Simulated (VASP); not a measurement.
# Al32CN32 (a cell with a defect) in VASP: single point with PBEsol

Aim: the single point of Al32CN32 (a cell with a defect) with PBEsol.

Program: VASP 6.6.1. These are calculated values, not measurements. Logs are shortened: lines on timing, memory, paths and dates and some standing lists are left out, and cuts for length are marked.

## Step 1: The cell of the first run

The cell holds a defect, 65 atoms: a = 8.755 Å, b = 8.755 Å, c = 8.755 Å, α = 90.00°, β = 90.00°, γ = 90.00°.

## Step 2: Single point, PBEsol, collinear spin

File INCAR:

```
SYSTEM = Al32CN32
ALGO     = Normal         ! electronic algorithm
EDIFF    = 1E-6           ! SCF threshold, eV
ENCUT    = 520            ! plane-wave cutoff, eV
GGA      = PS             ! functional
GGA_COMPAT= .FALSE.      
ISIF     = 2              ! what is computed and relaxed
ISMEAR   = -1             ! smearing method
ISPIN    = 2              ! spin polarisation
ISYM     = 0            
LASPH    = .TRUE.         ! aspherical terms in the spheres
LCHARG   = .FALSE.        ! write CHGCAR
LORBIT   = 11             ! projections on sites
LREAL    = Auto         
LWAVE    = .FALSE.        ! write WAVECAR
MAGMOM   = 0 0 0 0 0 0 0 0.091 0 0.091 0 0 0 0 0 0 0 0 0.091 0 0 0 0 0 0 0 0 0 0.091 0 0 0 0 0 0 0 0 0 0 0 0.091 0.091 0 0 0 0 0 0 0.091 0 0.091 0 0 0 0 0 0.091 0 0 0 0.091 0 0 0 0.091 ! initial moments
NBANDS   = 172            ! bands
NELECT   = 261.0        
NELM     = 200            ! most SCF steps
NUPDOWN  = 1.0            ! fixed moment
PREC     = Accurate       ! precision mode
SIGMA    = 0.05           ! smearing width, eV
```

File KPOINTS:

```
Automatic mesh
0
Gamma
  1 1 1
  0.25 0.25 0.25
```

File POSCAR:

```
Al32CN32
1.0
    8.7554440000      0.0000000000      0.0000000000
    0.0000000000      8.7554440000      0.0000000000
    0.0000000000      0.0000000000      8.7554440000
Al N C
32 32 1
Direct
    0.0013440000      0.9962800000      0.0006130000
    0.9989010000      0.9970490000      0.5019480000
    0.9992120000      0.4948600000      0.9994800000
    0.9981140000      0.4957700000      0.5012250000
    0.5025070000      0.0010630000      0.9953820000
    0.4997060000      0.9961650000      0.4995080000
    0.4997180000      0.4971530000      0.0003350000
    0.5175790000      0.4707550000      0.5243650000
    0.2505130000      0.2461160000      0.9997320000
    0.2520170000      0.2496790000      0.4999270000
    0.2504460000      0.7458710000      0.0015890000
    0.2464320000      0.7490650000      0.5049120000
    0.7519280000      0.2455950000      0.0016300000
    0.7560590000      0.2410650000      0.5024450000
    0.7524620000      0.7464520000      0.9988460000
    0.7509860000      0.7447340000      0.5005400000
    0.2504410000      0.9944190000      0.2508430000
    0.2503790000      0.9968840000      0.7506220000
    0.2473900000      0.4924920000      0.2472250000
    0.2519350000      0.4971070000      0.7458240000
    0.7526730000      0.9977830000      0.2500850000
    0.7516280000      0.9950600000      0.7510170000
    0.7512160000      0.4957250000      0.2514300000
    0.7558800000      0.4940500000      0.7552760000
    0.9979650000      0.2445000000      0.2500750000
    0.0024220000      0.2452330000      0.7515090000
    0.9998380000      0.7463580000      0.2503520000
    0.9970540000      0.7469790000      0.7526170000
    0.5001260000      0.2488340000      0.2528480000
    0.5030910000      0.2393210000      0.7573640000
    0.5091670000      0.7659810000      0.2301180000
    0.4997890000      0.7434460000      0.7471320000
    0.1248990000      0.1218830000      0.1256400000
    0.1254320000      0.1214140000      0.6254620000
    0.1189820000      0.6200630000      0.1218180000
    0.1161760000      0.6221610000      0.6294170000
    0.6264250000      0.1223590000      0.1259410000
    0.6273700000      0.1191830000      0.6266060000
    0.6283760000      0.6218870000      0.1240500000
    0.6347200000      0.6183800000      0.6315290000
    0.3766660000      0.3707620000      0.1235830000
    0.3767490000      0.3562240000      0.6403790000
    0.3748850000      0.8845030000      0.1122550000
    0.3762520000      0.8737150000      0.6262080000
    0.8749450000      0.3705630000      0.1251470000
    0.8764100000      0.3685780000      0.6281860000
    0.8752000000      0.8723050000      0.1245660000
    0.8741880000      0.8717830000      0.6262820000
    0.3756100000      0.1217590000      0.3752680000
    0.3744650000      0.1205900000      0.8763580000
    0.3473920000      0.6794410000      0.3174170000
    0.3754960000      0.6215110000      0.8748040000
    0.8761480000      0.1192550000      0.3755300000
    0.8760850000      0.1208170000      0.8761200000
    0.8749000000      0.6214030000      0.3752690000
    0.8757410000      0.6211340000      0.8779300000
    0.1177760000      0.3683740000      0.3752680000
    0.1257160000      0.3717010000      0.8752670000
    0.1187440000      0.8750360000      0.3770080000
    0.1245850000      0.8715270000      0.8751430000
    0.6352060000      0.3645910000      0.3776280000
    0.6274870000      0.3701650000      0.8778470000
    0.6282790000      0.8726530000      0.3746290000
    0.6261550000      0.8706090000      0.8742600000
    0.3631040000      0.5704570000      0.4293320000
```

Potentials or basis: VASP PAW PBE potentials, release 64 (Al, N, C).

Started as:

```
$ cat potpaw_PBE.64/Al/POTCAR potpaw_PBE.64/N/POTCAR potpaw_PBE.64/C/POTCAR > POTCAR
$ mpirun -np 1 vasp_std > vasp.out
```

OUTCAR:

```text
SYSTEM = Al32CN32
   EDIFF = 1E-6
   ENCUT = 520
   GGA = PS
   ISIF = 2
   ISMEAR = -1
   ISPIN = 2
   ISYM = 0
   LASPH = .TRUE.
   LORBIT = 11
   LREAL = Auto
   NELECT = 261.0
   NELM = 200
   NUPDOWN = 1.0
   PREC = Accurate

 ion  position               nearest neighbor table
   1  0.001  0.996  0.001-  60 1.89  47 1.89  33 1.89  54 1.89  28 3.08  25 3.08  26 3.08  21 3.08
                            15 3.09  13 3.09   9 3.09  18 3.09  22 3.09  17 3.09  11 3.09  27 3.09
   2  0.999  0.997  0.502-  59 1.85  53 1.88  48 1.89  34 1.89  14 3.01  12 3.07  22 3.07  26 3.08
                            21 3.08  25 3.09  18 3.10  16 3.10  28 3.10  27 3.11  17 3.11  10 3.13
   3  0.999  0.495  0.999-  35 1.86  56 1.88  58 1.89  45 1.89  24 3.02  19 3.07  13 3.07  26 3.08
                            15 3.09  28 3.09  23 3.10   9 3.10  25 3.10  11 3.11  27 3.11  20 3.14
   4  0.998  0.496  0.501-  36 1.88  57 1.89  55 1.89  46 1.90  16 3.07  24 3.07  23 3.08  14 3.08
                            20 3.09  10 3.10  26 3.10  27 3.10  12 3.11  25 3.11  28 3.11  19 3.12
   5  0.503  0.001  0.995-  43 1.83  50 1.85  64 1.90  37 1.90  31 2.91  30 2.95  22 3.06  13 3.06
                            18 3.08   9 3.08  15 3.12  21 3.13  29 3.13  32 3.13  11 3.14  17 3.14
   6  0.500  0.996  0.500-  44 1.88  49 1.89  63 1.91  38 1.91  17 3.08  29 3.09  32 3.10  18 3.10
                            12 3.10  10 3.10  30 3.10  31 3.10  14 3.10  21 3.11  16 3.11  22 3.12
   7  0.500  0.497  0.000-  41 1.88  52 1.89  39 1.91  62 1.91  11 3.08  19 3.09  32 3.09   9 3.10
                            31 3.10  29 3.10  30 3.10  24 3.10  15 3.11  20 3.11  23 3.11  13 3.12
   8  0.518  0.471  0.524-  65 1.81  42 1.89  61 1.89  40 1.90  30 2.88  14 2.91  24 2.91  10 3.03
                            20 3.04  29 3.07  32 3.09  23 3.15  16 3.16
   9  0.251  0.246  1.000-  50 1.88  41 1.89  58 1.89  33 1.90  19 3.06  30 3.07  26 3.07   5 3.08
                            18 3.09   1 3.09   3 3.10   7 3.10  29 3.11  17 3.11  25 3.11  20 3.13
  10  0.252  0.250  0.500-  42 1.89  49 1.90  57 1.91  34 1.92   8 3.03  20 3.05  29 3.07  19 3.07
                             4 3.10  26 3.10   6 3.10  18 3.12  25 3.12  17 3.12   2 3.13  30 3.15
  11  0.250  0.746  0.002-  43 1.90  52 1.90  35 1.91  60 1.91  31 3.03  17 3.08   7 3.08  19 3.09
                            27 3.09   1 3.09  18 3.11   3 3.11  28 3.11  32 3.12  20 3.12   5 3.14
  12  0.246  0.749  0.505-  44 1.90  59 1.93  36 1.93  51 1.96  65 1.98  20 3.05  18 3.06   2 3.07
                            32 3.07  28 3.08  17 3.09   6 3.10  27 3.10   4 3.11  19 3.18  31 3.33
  13  0.752  0.246  0.002-  45 1.88  62 1.88  37 1.89  54 1.89  30 3.05   5 3.06  25 3.06  24 3.06
                            21 3.07   3 3.07   1 3.09  23 3.10  26 3.10  22 3.10  29 3.11   7 3.12
  14  0.756  0.241  0.502-  53 1.86  61 1.87  46 1.89  38 1.89   8 2.91   2 3.01  25 3.06  22 3.06
                            26 3.07  21 3.07   4 3.08   6 3.10  29 3.13  23 3.13  24 3.13  30 3.14
  15  0.752  0.746  0.999-  56 1.87  39 1.89  47 1.89  64 1.90  31 2.94  28 3.04  24 3.07  22 3.07
                             3 3.09   1 3.09  27 3.09   7 3.11  21 3.11  23 3.12  32 3.12   5 3.12
  16  0.751  0.745  0.501-  55 1.88  40 1.89  48 1.90  63 1.90   4 3.07  32 3.08  23 3.08  28 3.08
                            27 3.09   2 3.10  22 3.10   6 3.11  21 3.12  24 3.13   8 3.16  31 3.18
  17  0.250  0.994  0.251-  43 1.89  49 1.91  59 1.91  33 1.91  31 3.03  11 3.08   6 3.08  27 3.09
[... 13 lines left out ...]
  24  0.756  0.494  0.755-  40 1.87  56 1.87  46 1.89  62 1.90   8 2.91   3 3.02  28 3.06  13 3.06
                            26 3.07  15 3.07   4 3.07   7 3.10  16 3.13  32 3.13  14 3.13  30 3.14
  25  0.998  0.245  0.250-  57 1.86  53 1.88  33 1.89  45 1.89  21 3.05  14 3.06  13 3.06  19 3.08
                             1 3.08  23 3.08   2 3.09   3 3.10   4 3.11  17 3.11   9 3.11  10 3.12
  26  0.002  0.245  0.752-  46 1.88  34 1.88  58 1.89  54 1.90  24 3.07  14 3.07  18 3.07   9 3.07
                             3 3.08   2 3.08   1 3.08  13 3.10   4 3.10  22 3.10  10 3.10  20 3.10
  27  1.000  0.746  0.250-  35 1.89  59 1.89  55 1.89  47 1.90  21 3.09  17 3.09  15 3.09  16 3.09
                            23 3.09  11 3.09   1 3.09  12 3.10   4 3.10  19 3.10   2 3.11   3 3.11
  28  0.997  0.747  0.753-  36 1.86  56 1.88  48 1.89  60 1.89  15 3.04  22 3.06  24 3.06  12 3.08
                             1 3.08  16 3.08   3 3.09   2 3.10  11 3.11   4 3.11  18 3.12  20 3.13
  29  0.500  0.249  0.253-  49 1.89  41 1.89  61 1.90  37 1.92  10 3.07   8 3.07  19 3.07  23 3.08
                             6 3.09   7 3.10   9 3.11  13 3.11  21 3.12  17 3.12   5 3.13  14 3.13
  30  0.503  0.239  0.757-  42 1.82  50 1.85  38 1.90  62 1.90   8 2.88   5 2.95  22 3.05  13 3.05
                             9 3.07  18 3.07   7 3.10   6 3.10  24 3.14  14 3.14  10 3.15  20 3.15
  31  0.509  0.766  0.230-  51 1.78  43 1.88  39 1.88  63 1.89   5 2.91  15 2.94  21 2.95  17 3.03
                            11 3.03   7 3.10   6 3.10  16 3.18  23 3.18  19 3.32  12 3.33
  32  0.500  0.743  0.747-  52 1.89  44 1.90  40 1.90  64 1.92  20 3.06  12 3.07  16 3.08   8 3.09
                             7 3.09   6 3.10  18 3.11  22 3.12  11 3.12  15 3.12  24 3.13   5 3.13
  33  0.125  0.122  0.126-  25 1.89   1 1.89   9 1.90  17 1.91
[... 271 lines left out ...]
   NGX = 33   NGY = 33   NGZ = 33

 number of electron     260.9999989 magnetization       1.0000000

 Free energy of the ion-electron system (eV)
  ---------------------------------------------------
  ext. energy  EPLUGINS =         0.00000000
  ---------------------------------------------------
  free energy    TOTEN  =      -493.80852416 eV

  energy without entropy =     -493.80845840  energy(sigma->0) =     -493.80849128

 E-fermi :   8.9126     XC(G=0): -11.1797

 val. band max:        8.4981911944   @ k =   0.2500   0.2500   0.2500
 cond. band min:       9.3802860929   @ k =  -0.2500  -0.2500   0.2500
 fundamental gap:      0.8820948985
 Fermi energy:         9.1142445696

 spin component 1

 k-point     1 :       0.2500    0.2500    0.2500
  band No.  band energies     occupation
      1     -10.2109      1.00000
      2      -8.8184      1.00000
      3      -8.3174      1.00000
      4      -8.3117      1.00000
      5      -8.1379      1.00000
      6      -7.8230      1.00000
[... 569 lines left out ...]
    141      11.5723      0.00000
    142      11.6361      0.00000
 Fermi energy:         8.9125677999

 spin component 2

 k-point     1 :       0.2500    0.2500    0.2500
  band No.  band energies     occupation
      1      -9.8945      1.00000
      2      -8.8087      1.00000
      3      -8.3115      1.00000
      4      -8.3068      1.00000
      5      -8.1293      1.00000
      6      -7.8183      1.00000
[... 569 lines left out ...]
    141      11.5763      0.00000
    142      11.6683      0.00000
 [bands above 142 left out]

------------------------ aborting loop because EDIFF is reached ----------------------------------------

  FORCE on cell =-STRESS in cart. coord.  units (eV):
  Direction    XX          YY          ZZ          XY          YZ          ZX
  --------------------------------------------------------------------------------------
  -------------------------------------------------------------------------------------
  Total       27.7114651     23.6106438     23.3565838     -2.8369376     -7.2749862      1.3520612
  in kB       66.1508678     56.3616746     55.7552004     -6.7721386    -17.3663373      3.2275458
  external PRESSURE =      59.4225810 kB  Pullay stress =       0.0000000 kB

 VOLUME and BASIS-vectors are now :
 -----------------------------------------------------------------------------
  energy-cutoff  :      520.00
  volume of cell :      671.17
      direct lattice vectors                 reciprocal lattice vectors
     8.755444000  0.000000000  0.000000000     0.114214653  0.000000000  0.000000000
     0.000000000  8.755444000  0.000000000     0.000000000  0.114214653  0.000000000
     0.000000000  0.000000000  8.755444000     0.000000000  0.000000000  0.114214653

 POSITION                                       TOTAL-FORCE (eV/Angst)
 -----------------------------------------------------------------------------------
      0.01177      8.72287      0.00537         0.026191      0.011357      0.019530
      8.74582      8.72961      4.39478         0.015387      0.014581      0.017276
      8.74854      4.33272      8.75089         0.019984      0.009235      0.012327
      8.73893      4.34069      4.38845         0.018307     -0.002887     -0.002345
      4.39967      0.00931      8.71501         0.004944      0.015825      0.009062
      4.37515      8.72187      4.37341         0.016185     -0.009912      0.003913
[... 57 lines left out ...]
      5.48227      7.62257      7.65453        -0.018250     -0.005110     -0.014184
      3.17914      4.99460      3.75899        -0.002407     -0.093786     -0.065361
 -----------------------------------------------------------------------------------
    total drift:                               -0.018881     -0.039115     -0.005343

  FREE ENERGIE OF THE ION-ELECTRON SYSTEM (eV)
  ---------------------------------------------------
  free  energy   TOTEN  =      -493.8085241636 eV

  energy  without entropy=     -493.8084583973  energy(sigma->0) =     -493.80849128

 total charge

# of ion       s       p       d       tot
------------------------------------------
    1        0.373   0.452   0.000   0.825
    2        0.376   0.463   0.000   0.839
    3        0.376   0.463   0.000   0.839
    4        0.371   0.450   0.000   0.821
    5        0.379   0.473   0.000   0.852
    6        0.370   0.444   0.000   0.814
[... 57 lines left out ...]
   64        1.219   2.619   0.000   3.837
   65        0.890   1.684   0.000   2.573
--------------------------------------------------
tot         51.857 100.324   0.000 152.182

 magnetization (x)

# of ion       s       p       d       tot
------------------------------------------
    1        0.000  -0.000   0.000  -0.000
    2        0.000   0.001   0.000   0.001
    3        0.000   0.001   0.000   0.001
    4       -0.000  -0.000   0.000  -0.000
    5       -0.000  -0.000   0.000  -0.000
    6        0.000  -0.000   0.000  -0.000
[... 57 lines left out ...]
   64       -0.000   0.000   0.000   0.000
   65        0.015   0.260   0.000   0.275
--------------------------------------------------
tot          0.064   0.563   0.000   0.627
```

It took 59 min on 1 thread of Intel Xeon 8259CL, shared host; peak memory 1.3 GiB.

What came out:

| Item | Value |
| --- | --- |
| Free energy | -493.8085 eV |
| Largest force | 0.114 eV/Å |
| Net moment | 1.00 μB per cell |
| Site moments | Al -0.00, +0.00, +0.04, +0.03 (each value once); N +0.00, +0.01, +0.02, -0.00, +0.18 (each value once); C +0.28 μB |
| Valence electrons inside the program's atomic spheres | Al 0.82, 0.84, 0.85, 0.81, 0.88, 0.80, 0.83, 0.86 (each value once); N 3.84, 3.85, 3.87, 3.88, 3.93 (each value once); C 2.57 |

Forces on the atoms (eV/Å):
```
Al   0.026  0.011  0.020
Al   0.015  0.015  0.017
Al   0.020  0.009  0.012
Al   0.018 -0.003 -0.002
Al   0.005  0.016  0.009
Al   0.016 -0.010  0.004
Al   0.017  0.012  0.010
Al   0.005  0.028  0.036
Al   0.019  0.022  0.026
Al   0.020  0.037  0.005
Al   0.016  0.014  0.028
Al   0.020  0.090  0.029
Al   0.019  0.026  0.023
Al   0.021  0.023  0.023
Al   0.020  0.023  0.019
Al   0.004  0.029  0.024
Al   0.030  0.024  0.022
Al   0.021  0.021  0.031
Al   0.026  0.030  0.062
Al   0.017  0.014  0.048
Al   0.017  0.015  0.024
Al   0.017  0.019  0.026
Al   0.029  0.029  0.023
Al   0.018  0.018  0.025
Al   0.026  0.023  0.018
Al   0.023  0.022  0.019
Al   0.024  0.003  0.011
Al   0.015  0.023  0.029
Al   0.016  0.011  0.011
Al   0.015  0.012  0.019
Al   0.008  0.038  0.026
Al   0.028  0.007  0.007
N   -0.021 -0.018 -0.024
N   -0.021 -0.017 -0.028
N   -0.005 -0.006 -0.017
N    0.019 -0.038 -0.038
N   -0.030 -0.019 -0.018
N   -0.019 -0.014 -0.010
N   -0.014 -0.005 -0.011
N   -0.015 -0.010 -0.017
N   -0.029 -0.010 -0.036
N   -0.002 -0.017 -0.021
N    0.001 -0.020 -0.038
N   -0.016 -0.012 -0.033
N   -0.030 -0.026 -0.026
N   -0.023 -0.020 -0.022
N   -0.021 -0.019 -0.023
N   -0.006 -0.016 -0.021
N   -0.024 -0.018 -0.017
N   -0.002 -0.029 -0.004
N   -0.024  0.003  0.019
N   -0.020 -0.020 -0.018
N   -0.024 -0.027 -0.010
N   -0.024 -0.022 -0.024
N   -0.015 -0.021 -0.020
N   -0.024 -0.011 -0.033
N   -0.036 -0.032 -0.024
N   -0.019 -0.025 -0.020
N   -0.021 -0.027 -0.012
N   -0.020 -0.019 -0.025
N   -0.036 -0.005  0.002
N   -0.029 -0.021 -0.025
N   -0.020 -0.013 -0.016
N   -0.018 -0.005 -0.014
C   -0.002 -0.094 -0.065
```

Caveat: the cell carries a net charge on a neutralising background, which shifts energy and pressure; the cell is charged against a uniform background, so pressure and absolute levels hang on convention; the PAW data sets were made with another functional, which shifts forces and pressure a little; the total moment is fixed, so each spin has its own Fermi level and the state may be an excited one.
